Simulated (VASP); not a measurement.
HgTe, 2 atoms in the cell. Symmetry: R-3m, No. 166, trigonal system. The conventional cell has a = 4.090 Å, b = 4.090 Å, c = 10.323 Å, α = 90.00°, β = 90.00°, γ = 120.00°. Hg (site symmetry -3m) has 6 Te at 2.92 Å within 3.8 Å. Te (site symmetry -3m) has 6 Hg at 2.92 Å within 3.8 Å.  This cell differs from its parent crystal: equal xy, yz and zx shear strains of +2 %.

- Program: VASP 6.6.1
- Task: electric field gradients
- Functional: LDA
- Potentials or basis: VASP PAW LDA potentials, release 64 (Hg, Te)
- Cutoff: 520 eV
- k mesh: 10 × 10 × 10
- Occupations: fermi-dirac, width 0.08 eV
- Spin: no spin polarisation
- Dipole correction: no
- Further INCAR settings: ALGO = Normal; EDIFF = 1e-08; NBANDS = 16

Potentials or basis: VASP PAW LDA potentials, release 64 (Hg, Te).

Run with:

```bash
$ cat potpaw_LDA.64/Hg/POTCAR potpaw_LDA.64/Te/POTCAR > POTCAR
$ mpirun -np 1 vasp_std > vasp.out
```

Hardware: 1 thread of Intel(R) Xeon(R) 6975P-C (Granite Rapids), on a shared host.

**Question.** How long does it take, and how much memory?

**Answer.** It took 25 s on 1 thread of Intel(R) Xeon(R) 6975P-C (Granite Rapids), with other jobs on the host, peak memory 0.22 GiB. Counts: scf iterations 13, k points 116.
